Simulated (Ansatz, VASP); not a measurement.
## In: VASP beside Ansatz

```
In
1.0
     3.16741    0.00000    0.00000
     0.00000    3.16741    0.00000
     0.00000    0.00000    3.16741
In
1
Direct
  0.00000 0.00000 0.00000
```

Alike in both runs: task single point; functional revPBE; k mesh 11 × 11 × 11; occupations fermi-dirac, width 0.1 eV; no spin polarisation.

```csv
,VASP,Ansatz
version,VASP 6.6.1,Ansatz 0.2.0
potentials or method,"VASP PAW PBE potentials, release 64 (In_d), cutoff 520 eV","plane waves (420 eV) with PAW, scalar-relativistic"
valence electrons in the cell,13,13
```

|  | VASP | Ansatz | Ansatz less VASP |
| --- | --- | --- | --- |
| pressure (GPa) | -0.8 | -0.8 | +0.04 |

VASP's potentials were made for PBE, not for revPBE. With one functional, cell and mesh, what is left measures potentials, basis and numerics.
